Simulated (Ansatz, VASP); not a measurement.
NbCd3 in VASP and in Ansatz

The input POSCAR:

```
NbCd3
1.0
    4.2150000000      0.0000000000      0.0000000000
    0.0000000000      4.2150000000      0.0000000000
    0.0000000000      0.0000000000      4.2150000000
Nb Cd
1 3
Direct
    0.0000000000      0.0000000000      0.0000000000
    0.0000000000      0.5000000000      0.5000000000
    0.5000000000      0.0000000000      0.5000000000
    0.5000000000      0.5000000000      0.0000000000
```

Contents of INCAR.step1:

```
SYSTEM = NbCd3
PREC = Accurate
ENCUT = 520
ISMEAR = -1
SIGMA = 0.05
LREAL = .FALSE.
LASPH = .TRUE.
NELM = 100
NBANDS = 32
GGA = PE
ALGO = Normal
EDIFF = 1E-4
LWAVE = .TRUE.
LCHARG = .FALSE.
```

INCAR.step2

```
SYSTEM = NbCd3
PREC = Accurate
ENCUT = 520
EDIFF = 1E-8
ISMEAR = -1
SIGMA = 0.05
LREAL = .FALSE.
LASPH = .TRUE.
NELM = 100
ALGO = Normal
ISIF = 2
LWAVE = .FALSE.
LCHARG = .FALSE.
METAGGA = R2SCAN
LMIXTAU = .TRUE.
LEFG = .TRUE.
NBANDS = 32
ISTART = 1
```

KPOINTS

```
regular mesh
0
G
  8 8 8
  0 0 0
```

Input for Ansatz:

```yaml
crystal:
  lattice:
    - [4.215, 0.0, 0.0]
    - [0.0, 4.215, 0.0]
    - [0.0, 0.0, 4.215]
  atoms:
    - { symbol: Nb, position: [0.0, 0.0, 0.0] }
    - { symbol: Cd, position: [0.0, 0.5, 0.5] }
    - { symbol: Cd, position: [0.5, 0.0, 0.5] }
    - { symbol: Cd, position: [0.5, 0.5, 0.0] }
kpoints:
  mp_grid: { grid: [8, 8, 8] }
scf:
  occupations: { method: fermi_dirac, width: 0.05 }
hamiltonian:
  xc: r2scan
  pseudopotentials: { kind: paw }
output:
  forces: true
  stress: true
  populations: true
  efg: { quadrupole_moments_barn: { Nb: -0.32 }, contact_densities: true }
```

Alike in both runs: task electric field gradients; functional r2SCAN; k mesh 8 × 8 × 8; occupations fermi-dirac, width 0.05 eV; no spin polarisation.

|  | VASP | Ansatz |
| --- | --- | --- |
| version | VASP 6.6.1 | Ansatz 0.2.0 |
| potentials or method | VASP PAW PBE potentials, release 64 (Nb_sv, Cd) | plane-wave PAW, scalar-relativistic |
| plane-wave cutoff (eV) | 520 | 500 |
| valence electrons in the cell | 49 | 73 |

```csv
,VASP,Ansatz,Ansatz less VASP
pressure (GPa),5.3,4.7,-0.67
size of Vzz on the site where it differs most (V/Å²),119.3,132.5,+13.27
```

VASP's potentials were made for PBE, not for r2SCAN. VASP's potentials hold 49 valence electrons a cell and Ansatz's 73, so a difference there can come from the potentials and not from the codes.
